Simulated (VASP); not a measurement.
**SnO2: single point with LDA**

Crystal: SnO2.

```
Sn O
1.0
     4.78800    0.00000    0.00000
     0.00000    4.86658    0.00000
     0.00000    0.00000    3.24090
Sn O
2 4
Direct
  0.50000 0.50000 0.50000
  0.00000 0.00000 0.00000
  0.29185 0.32104 0.00000
  0.79185 0.17896 0.50000
  0.20814 0.82104 0.50000
  0.70815 0.67896 0.00000
```

```json
{"Program": "VASP 6.6.1", "Task": "single point", "Functional": "LDA", "Potentials or basis": "VASP PAW LDA potentials, release 64 (Sn_d, O)", "Cutoff": "520 eV", "k mesh": "3 × 3 × 5", "Occupations": "gaussian, width 0.01 eV", "Spin": "no spin polarisation", "Dipole correction": "no", "Further INCAR settings": "ALGO = Normal; EDIFF = 1e-06; NBANDS = 35"}
```

```yaml
Pressure: -10.4 GPa
Largest_force: 0.148 eV/Å
Band_gap_on_the_k_mesh: 0.70 eV, direct
```

Forces in eV/Å, atoms in the order of the input:
```
Sn   0.000  0.000  0.000
Sn   0.000  0.000  0.000
O    0.148 -0.003  0.000
O    0.148  0.003  0.000
O   -0.148 -0.003  0.000
O   -0.148  0.003  0.000
```

Stress tensor (GPa, compression positive):
```
 -9.77   0.00   0.00
  0.00 -10.04   0.00
  0.00   0.00 -11.47
```

Levels at points of the mesh, in eV from the valence-band top:
| k point | band 23 | band 24 | band 25 | band 26 | band 27 | band 28 | band 29 | band 30 |
| --- | --- | --- | --- | --- | --- | --- | --- | --- |
| (0.00, 0.00, 0.00) | -1.16 | -0.64 | -0.63 | 0.00 | 0.70 | 5.53 | 5.84 | 5.99 |

It took 38 s on 1 thread of Intel Xeon 8259CL, on a shared host, peak memory 0.16 GiB.

Caveat: the k points lie up to 0.44 Å⁻¹ apart; spin-orbit coupling is left out, which moves the levels of the heavy elements. As with any semilocal functional, this LDA gap is likely too small.
